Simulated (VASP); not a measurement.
**C: relaxation of cell and atoms with PBEsol**

Crystal: C.

```xyz
4
Lattice="2.4991 0.0000 0.0000 -1.2496 2.1643 0.0000 0.0000 0.0000 4.1604" Properties=species:S:1:pos:R:3 pbc="T T T"
C     1.2496    0.7214    0.2611
C     0.0000    1.4429    2.3413
C     1.2496    0.7214    1.8191
C     0.0000    1.4429    3.8992
```

```json
{
 "Program": "VASP 6.6.1",
 "Task": "relaxation of cell and atoms",
 "Functional": "PBEsol",
 "Potentials or basis": "VASP PAW PBE potentials, release 64 (C)",
 "Cutoff": "600 eV",
 "k mesh": "12 × 12 × 6",
 "Occupations": "gaussian, width 0.02 eV",
 "Spin": "no spin polarisation",
 "Dipole correction": "no",
 "Further INCAR settings": "ALGO = Normal; EDIFF = 1e-06; IBRION = 2; EDIFFG = -0.01; NSW = 80; ISIF = 3"
}
```

| Quantity | Value |
| --- | --- |
| Relaxed volume | 5.63 Å³/atom |
| Relaxed cell | a = 2.500 Å, b = 2.500 Å, c = 4.162 Å, α = 90.00°, β = 90.00°, γ = 120.00° |
| Space group after relaxing (to 0.1 Å) | P6_3/mmc (No. 194) |
| Energy gained by relaxing | 0.0 meV/atom |
| Ionic steps | 3 |
| Pressure after relaxing | 0.1 GPa |
| Largest force after relaxing | 0.005 eV/Å |
| Band gap on the k mesh | 3.04 eV (least direct gap 4.91 eV) |

Forces on the atoms (eV/Å):
```
C    0.000  0.000 -0.005
C    0.000  0.000 -0.005
C    0.000  0.000  0.005
C    0.000  0.000  0.005
```

Final structure:
```
C
1.0
     2.49962    0.00000    0.00000
    -1.24981    2.16473    0.00000
     0.00000    0.00000    4.16165
C
4
Direct
  0.66667 0.33333 0.06283
  0.33333 0.66667 0.56283
  0.66667 0.33333 0.43717
  0.33333 0.66667 0.93717
```

Levels at points of the mesh, in eV from the valence-band top:
| k point | band 4 | band 5 | band 6 | band 7 | band 8 | band 9 | band 10 | band 11 | band 12 |
| --- | --- | --- | --- | --- | --- | --- | --- | --- | --- |
| (0.00, 0.00, 0.00) | -3.12 | -3.12 | -0.51 | 0.00 | 0.00 | 4.91 | 4.91 | 5.30 | 8.20 |
| (0.50, 0.00, 0.00) | -10.10 | -9.40 | -6.55 | -6.09 | -3.18 | 4.36 | 7.90 | 8.23 | 8.35 |
| (0.00, 0.00, 0.50) | -7.13 | -1.88 | -1.88 | -1.88 | -1.88 | 7.22 | 7.22 | 7.22 | 7.22 |
| (0.50, 0.00, 0.50) | -13.14 | -5.17 | -5.17 | -4.89 | -4.89 | 5.78 | 5.78 | 6.43 | 6.43 |

Run time: 30 s on 1 thread of Intel(R) Xeon(R) Platinum 8259CL CPU @ 2.50GHz (Skylake/Cascade Lake), on a shared host, peak memory 0.14 GiB.

Caveat: the PAW data sets were made with another functional, which shifts forces and pressure a little. A k mesh can miss the band edges.
